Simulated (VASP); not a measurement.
# AlN (Cm) in VASP: single point with PBEsol

Aim: the single point of AlN with PBEsol.

Everything below comes from runs of VASP 6.6.1. Logs are shortened: lines on timing, memory, paths and dates and some standing lists are left out, and cuts for length are marked.

## Step 1: The cell of the first run

It takes space group Cm (No. 8, monoclinic). The conventional cell has a = 5.350 Å, b = 3.089 Å, c = 3.089 Å, α = 90.00°, β = 125.26°, γ = 90.00°. Within 2.1 Å of Al (site symmetry m) lie 3 N at 1.56 to 1.94 Å. Within 2.1 Å of N (site symmetry m) lie 3 Al at 1.56 to 1.94 Å.

## Step 2: Single point, PBEsol (atom 2 (N) moved by (-0.300, -0.300) A along x and y)

INCAR reads:

```
PREC     = Accurate       # precision mode
ENCUT    = 520            # plane-wave cutoff, eV
EDIFF    = 1E-6           # SCF threshold, eV
ISMEAR   = 0              # smearing method
SIGMA    = 0.05           # smearing width, eV
LREAL    = False          # projectors in reciprocal space
LASPH    = True           # aspherical terms in the spheres
NELM     = 60             # most SCF steps
ALGO     = Normal         # electronic algorithm
ISIF     = 2              # what is computed and relaxed
LWAVE    = False          # write WAVECAR
LCHARG   = False          # write CHGCAR
GGA      = PS             # functional
NBANDS   = 11             # bands
```

KPOINTS reads:

```
Automatic mesh
0
Gamma
  10 10 10
```

POSCAR reads:

```
AlN
1.0
    0.0000000000      2.1839935596      2.1839935596
    2.1839935596      0.0000000000      2.1839935596
    2.1839935596      2.1839935596      0.0000000000
Al N
1 1
Direct
    0.0000000000      0.0000000000      0.0000000000
    0.7500000000      0.7500000000      0.6126369576
```

Potentials or basis: VASP PAW PBE potentials, release 64 (Al, N).

Launch:

```
cat potpaw_PBE.64/Al/POTCAR potpaw_PBE.64/N/POTCAR > POTCAR
mpirun -np 1 vasp_std > vasp.out
```

OUTCAR:

```text
PREC = Accurate
   ENCUT = 520
   EDIFF = 1E-6
   ISMEAR = 0
   LREAL = False
   LASPH = True
   NELM = 60
   ISIF = 2
   GGA = PS

 ion  position               nearest neighbor table
   1  0.000  0.000  0.000-   2 1.56   2 1.94   2 1.94   2 2.25
   2  0.750  0.750  0.613-   1 1.56   1 1.94   1 1.94   1 2.25

  LATTYP: Found a face centered cubic cell.
 ALAT       =     4.3679871192

  Lattice vectors:

 A1 = (   0.0000000000,   2.1839935596,   2.1839935596)
 A2 = (   2.1839935596,   0.0000000000,   2.1839935596)
 A3 = (   2.1839935596,   2.1839935596,   0.0000000000)

Analysis of symmetry for initial positions (statically):
=====================================================================
 Subroutine PRICEL returns:
 Original cell was already a primitive cell.

 Routine SETGRP: Setting up the symmetry group for a
 face centered cubic supercell.

 Subroutine GETGRP returns: Found  2 space group operations
 (whereof  2 operations were pure point group operations)
 out of a pool of 48 trial point group operations.

The static configuration has the point symmetry C_1h.

Analysis of symmetry for dynamics (positions and initial velocities):
=====================================================================
 Subroutine PRICEL returns:
 Original cell was already a primitive cell.

 Routine SETGRP: Setting up the symmetry group for a
 face centered cubic supercell.

 Subroutine GETGRP returns: Found  2 space group operations
 (whereof  2 operations were pure point group operations)
 out of a pool of 48 trial point group operations.

The dynamic configuration has the point symmetry C_1h.

 Subroutine INISYM returns: Found  2 space group operations
 (whereof  2 operations are pure point group operations),
 and found     1 'primitive' translations

----------------------------------------------------------------------------------------

                                     Primitive cell

  volume of cell :      20.8345

  direct lattice vectors                    reciprocal lattice vectors
     0.000000000  2.183993560  2.183993560    -0.228938404  0.228938404  0.228938404
     2.183993560  0.000000000  2.183993560     0.228938404 -0.228938404  0.228938404
     2.183993560  2.183993560  0.000000000     0.228938404  0.228938404 -0.228938404

  length of vectors
     3.088633312  3.088633312  3.088633312     0.396532948  0.396532948  0.396532948

  position of ions in fractional coordinates (direct lattice)
     0.000000000  0.000000000  0.000000000
     0.750000000  0.750000000  0.612636958

  ion indices of the primitive-cell ions
   primitive index   ion index
                 1           1
                 2           2

----------------------------------------------------------------------------------------

 KPOINTS: Automatic mesh

Automatic generation of k-mesh.
 Grid dimensions read from file:
 generate k-points for:   10   10   10

 Generating k-lattice:

  Cartesian coordinates                     Fractional coordinates (reciprocal lattice)
    -0.022893840  0.022893840  0.022893840     0.100000000  0.000000000  0.000000000
     0.022893840 -0.022893840  0.022893840     0.000000000  0.100000000  0.000000000
     0.022893840  0.022893840 -0.022893840     0.000000000  0.000000000  0.100000000

  Length of vectors
     0.039653295  0.039653295  0.039653295

  Shift w.r.t. Gamma in fractional coordinates (k-lattice)
     0.000000000  0.000000000  0.000000000

 Subroutine IBZKPT returns following result:
 ===========================================

 Found    282 irreducible k-points:

 Following reciprocal coordinates:
            Coordinates               Weight
  0.000000  0.000000  0.000000      1.000000
  0.100000  0.000000  0.000000      4.000000
  0.000000  0.000000  0.100000      2.000000
  0.100000  0.100000  0.100000      2.000000
  0.200000  0.000000  0.000000      4.000000
  0.000000  0.000000  0.200000      2.000000
[... 16 lines left out ...]
  0.200000  0.100000  0.200000      4.000000
  0.100000 -0.100000 -0.100000      4.000000
 [... further k-points ...]
   k-points           NKPTS =    282   k-points in BZ     NKDIM =    282   number of bands    NBANDS=     11
   number of dos      NEDOS =    301   number of ions     NIONS =      2
   total plane-waves  NPLWV =  13824
   dimension x,y,z NGX =    24 NGY =   24 NGZ =   24
   dimension x,y,z NGXF=    48 NGYF=   48 NGZF=   48
   ions per type =               1   1
   NGX,Y,Z   is equivalent  to a cutoff of  12.92, 12.92, 12.92 a.u.
   NGXF,Y,Z  is equivalent  to a cutoff of  25.84, 25.84, 25.84 a.u.
 SYSTEM =  unknown system
   PREC   = accura    normal or accurate (medium, high low for compatibility)
   ISTART =      0    job   : 0-new  1-cont  2-samecut
   ICHARG =      2    charge: 1-file 2-atom 10-const
   ISPIN  =      1    spin polarized calculation?
   LNONCOLLINEAR =      F non collinear calculations
   LSORBIT =      F    spin-orbit coupling
   LASPH  =      T    aspherical Exc in radial PAW
   ENCUT  =  520.0 eV  38.22 Ry    6.18 a.u.   5.74  5.74  5.74*2*pi/ulx,y,z
   NELM   =     60;   NELMIN=  2; NELMDL= -5     # of ELM steps
   EDIFF  = 0.1E-05   stopping-criterion for ELM
   LREAL  =      F    real-space projection
   EDIFFG = 0.1E-04   stopping-criterion for IOM
   NSW    =      0    number of steps for IOM
   IBRION =     -1    ionic relax: 0-MD 1-quasi-New 2-CG
   NFREE  =      0    steps in history (QN), initial steepest desc. (CG)
   ISIF   =      2    stress and relaxation
   ISYM   =      2    0-nonsym 1-usesym 2-fastsym
   POTIM  = 0.5000    time-step for ionic-motion
   TEBEG  =    0.0;   TEEND  =   0.0 temperature during run
   PSTRESS=    0.0 pullay stress
   NELECT =       8.0000    total number of electrons
   NUPDOWN=      -1.0000    fix difference up-down
   EMIN   =  10.00;   EMAX   =-10.00  energy-range for DOS
   EFERMI =   0.00;   METHOD = LEGACY
   ISMEAR =     0;   SIGMA  =   0.05  broadening in eV -4-tet -1-fermi 0-gaus
   EFERMI_NEDOS =   21; number of points for ismear=-14 and -15
   IALGO  =     38    algorithm
   IMIX   =      4    mixing-type and parameters
     AMIX     =   0.40;   BMIX     =  1.00
     AMIX_MAG =   1.60;   BMIX_MAG =  1.00
  volume/ion in A,a.u.               =      10.42        70.30
  Fermi-wavevector in a.u.,A,eV,Ry     =   1.189899  2.248583 19.263943  1.415860
  Thomas-Fermi vector in A             =   2.325996
   LORBIT       =      0    0 simple, 1 ext, 2 COOP (PROOUT), +10 PAW based schemes
   GGA     = PS    functional components
   LHFCALC =     F    Hartree Fock is set to
   AEXX    =    0.0000 exact exchange contribution
   IVDW    =     0    specifies the selected vdW correction
   LEPSILON=     F    determine dielectric tensor
   LRPA    =     F    only Hartree local field effects (RPA)
 non-spin polarized calculation
 Gauss-broadening in eV      SIGMA  =   0.05
  energy-cutoff  :      520.00
  volume of cell :       20.83
 maximum number of plane-waves:       571
   NGX = 11   NGY = 11   NGZ = 11

 number of electron       8.0000000 magnetization

 Free energy of the ion-electron system (eV)
  ---------------------------------------------------
  ext. energy  EPLUGINS =         0.00000000
  ---------------------------------------------------
  free energy    TOTEN  =       -14.08649630 eV

  energy without entropy =      -14.08649630  energy(sigma->0) =      -14.08649630

 E-fermi :   6.9186     XC(G=0): -11.1025

 val. band max:        6.6933453925   @ k =   0.0000   0.0000   0.0000
 cond. band min:       8.9363744150   @ k =   0.5000   0.5000   0.0000
 fundamental gap:      2.2430290225
 Fermi energy:         6.9185662518

 k-point     1 :       0.0000    0.0000    0.0000
  band No.  band energies     occupation
      1      -9.1231      2.00000
      2       4.8464      2.00000
      3       5.8113      2.00000
      4       6.6933      2.00000
      5       9.6440      0.00000
      6      18.2453      0.00000
      7      18.4138      0.00000
      8      18.6607      0.00000
      9      22.9019      0.00000
     10      22.9699      0.00000
     11      23.8256      0.00000

 k-point     2 :       0.1000    0.0000    0.0000
  band No.  band energies     occupation
      1      -8.9767      2.00000
      2       4.5205      2.00000
      3       5.3805      2.00000
      4       6.5697      2.00000
      5      10.2859      0.00000
      6      17.2947      0.00000
      7      18.4460      0.00000
      8      19.3784      0.00000
      9      21.9840      0.00000
     10      22.2747      0.00000
     11      23.8407      0.00000

 k-point     3 :       0.0000    0.0000    0.1000
  band No.  band energies     occupation
      1      -8.9737      2.00000
      2       4.2319      2.00000
      3       5.7709      2.00000
      4       6.5950      2.00000
      5      10.1568      0.00000
      6      17.7034      0.00000
      7      18.5292      0.00000
      8      19.0342      0.00000
      9      21.5975      0.00000
     10      21.8181      0.00000
     11      24.4874      0.00000

 k-point     4 :       0.1000    0.1000    0.1000
  band No.  band energies     occupation
      1      -8.9806      2.00000
      2       4.7235      2.00000
      3       5.7616      2.00000
      4       5.7915      2.00000
      5      10.4799      0.00000
      6      17.7287      0.00000
      7      18.1912      0.00000
      8      18.9143      0.00000
      9      22.4309      0.00000
     10      22.4590      0.00000
     11      23.3738      0.00000

 k-point     5 :       0.2000    0.0000    0.0000
  band No.  band energies     occupation
      1      -8.5601      2.00000
      2       3.2343      2.00000
      3       5.0553      2.00000
      4       6.3882      2.00000
      5      11.3749      0.00000
      6      16.3129      0.00000
      7      18.1898      0.00000
      8      19.1873      0.00000
      9      21.6042      0.00000
     10      22.5304      0.00000
     11      22.8632      0.00000
[... 211 lines left out ...]
 k-point    21 :       0.1000    0.0000    0.2000
  band No.  band energies     occupation
      1      -8.5966      2.00000
      2       3.3253      2.00000
      3       5.4371      2.00000
      4       6.0747      2.00000
      5      11.2517      0.00000
      6      16.8152      0.00000
      7      18.3622      0.00000
      8      19.1491      0.00000
      9      19.5271      0.00000
     10      22.7896      0.00000
     11      25.2651      0.00000

 k-point    22 :       0.1000    0.1000   -0.1000
  band No.  band energies     occupation
      1      -8.5923      2.00000
      2       3.2353      2.00000
      3       5.4421      2.00000
      4       6.3553      2.00000
      5      11.0613      0.00000
      6      16.3334      0.00000
      7      18.4493      0.00000
      8      19.0074      0.00000
      9      20.3046      0.00000
     10      22.6368      0.00000
     11      25.0105      0.00000

 k-point    23 :       0.2000    0.1000    0.2000
  band No.  band energies     occupation
      1      -8.6106      2.00000
      2       3.9035      2.00000
      3       4.9735      2.00000
      4       5.6289      2.00000
      5      11.5884      0.00000
      6      16.8127      0.00000
      7      17.7996      0.00000
      8      18.9654      0.00000
      9      20.3554      0.00000
     10      23.7322      0.00000
     11      24.2321      0.00000

 k-point    24 :       0.1000   -0.1000   -0.1000
  band No.  band energies     occupation
      1      -8.5992      2.00000
      2       3.5148      2.00000
      3       4.9299      2.00000
      4       6.3571      2.00000
      5      11.2933      0.00000
      6      16.4547      0.00000
      7      17.8627      0.00000
      8      19.4498      0.00000
      9      20.4537      0.00000
     10      23.3395      0.00000
     11      24.2328      0.00000

 [... further k-points ...]
[... 5 lines left out ...]
  --------------------------------------------------------------------------------------
  -------------------------------------------------------------------------------------
  Total        2.1856355      2.1856355      5.8584720      3.1276492     -4.3019774     -4.3019775
  in kB      168.0754446    168.0754446    450.5166940    240.5163285   -330.8222076   -330.8222118
  external PRESSURE =     262.2225277 kB  Pullay stress =       0.0000000 kB

 VOLUME and BASIS-vectors are now :
 -----------------------------------------------------------------------------
  energy-cutoff  :      520.00
  volume of cell :       20.83
      direct lattice vectors                 reciprocal lattice vectors
     0.000000000  2.183993560  2.183993560    -0.228938404  0.228938404  0.228938404
     2.183993560  0.000000000  2.183993560     0.228938404 -0.228938404  0.228938404
     2.183993560  2.183993560  0.000000000     0.228938404  0.228938404 -0.228938404

 POSITION                                       TOTAL-FORCE (eV/Angst)
 -----------------------------------------------------------------------------------
      0.00000      0.00000      0.00000        -5.724029     -5.724029      6.367697
      2.97599      2.97599      3.27599         5.724029      5.724029     -6.367697
 -----------------------------------------------------------------------------------
    total drift:                                0.000709      0.000709     -0.000735

  FREE ENERGIE OF THE ION-ELECTRON SYSTEM (eV)
  ---------------------------------------------------
  free  energy   TOTEN  =       -14.0864963028 eV

  energy  without entropy=      -14.0864963028  energy(sigma->0) =      -14.08649630
```

Wall time 22 s (1 thread of Intel Xeon Platinum 8488C (Sapphire Rapids), shared host); peak memory 0.18 GiB.

Results:

```
Free energy            : -14.0865 eV
Pressure               : 26.2 GPa
Largest force          : 10.299 eV/Å
Band gap on the k mesh : 2.24 eV, indirect (least direct gap 2.95 eV)
```

Forces in eV/Å, atoms in the order of the input:
```
Al  -5.724 -5.724  6.368
N    5.724  5.724 -6.368
```

Caveat: the cell differs from its parent crystal (atom 2 (N) moved by (-0.300, -0.300) A along x and y); the PAW data sets were made with another functional, which shifts forces and pressure a little.
